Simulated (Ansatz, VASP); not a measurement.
## SnO in VASP and in Ansatz

```
CELL_PARAMETERS angstrom
3.86826 0.00000 0.00000
0.00000 3.86826 0.00000
0.20265 0.00000 5.06624
ATOMIC_POSITIONS crystal
Sn 0.98963 0.50000 0.22868
Sn 0.51037 0.00000 0.77132
O 0.50132 0.50000 0.00007
O 0.99868 0.00000 0.99993
```

Change from the starting cell: shear of c along a, cell held, atoms relaxed: +4.0 %.

Alike in both runs: functional PBE; k mesh 10 × 10 × 8; occupations gaussian, width 0.01 eV; no spin polarisation.

Ansatz relaxed the structure, and its values are those at the end. VASP's run is a single point on that final structure, the one shown.

|  | VASP | Ansatz |
| --- | --- | --- |
| version | VASP 6.6.1 | Ansatz 0.2.0 |
| potentials or method | VASP PAW PBE potentials, release 64 (Sn_d, O), cutoff 520 eV | scalar-relativistic, plane waves, PAW |
| valence electrons in the cell | 40 | 40 |

Ansatz gave:

| Quantity | Value |
| --- | --- |
| gap on the k mesh at the Fermi level (eV) | 0.52 |
| least direct gap on the mesh (eV) | 1.93 |
| pressure (GPa) | 0.1 |
| rms of the force components (eV/Å) | 0.000 |

Q: What did VASP give for the same quantities?

A: gap on the k mesh at the Fermi level (eV): 0.53; least direct gap on the mesh (eV): 1.90; pressure (GPa): 0.3; rms of the force components (eV/Å): 0.031.

Ansatz's warnings: stress scf threshold loose.
